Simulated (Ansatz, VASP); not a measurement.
**GaAs: VASP beside Ansatz**

```
As Ga
1.0
     0.00000    2.78864    2.78864
     2.78864    0.00000    2.78864
     2.78864    2.78864    0.00000
As Ga
1 1
Direct
  0.75000 0.75000 0.75000
  0.00000 0.00000 0.00000
```

Change from the starting cell: volume scaled by 0.96.

Alike in both runs: task single point; functional BLYP; dispersion D3(BJ); k mesh 6 × 6 × 6; occupations gaussian, width 0.15 eV; non-collinear spin.

|  | VASP | Ansatz |
| --- | --- | --- |
| version | VASP 6.6.1 | Ansatz 0.2.0 |
| potentials or method | VASP PAW PBE potentials, release 64 (As, Ga_d), cutoff 520 eV | all-electron LAPW, scalar-relativistic |

|  | VASP | Ansatz | Ansatz less VASP |
| --- | --- | --- | --- |
| gap on the k mesh at the Fermi level (eV) | 0.71 | 0.66 | -0.051 |
| least direct gap on the mesh (eV) | 0.71 | 0.66 | -0.051 |
| pressure (GPa) | 4.5 | 4.1 | -0.41 |
| net moment per atom (μB) | 0.00 | 0.00 | 0.000 |

VASP's potentials were made for PBE, not for BLYP. Ansatz ran all-electron here, and VASP with PAW potentials.
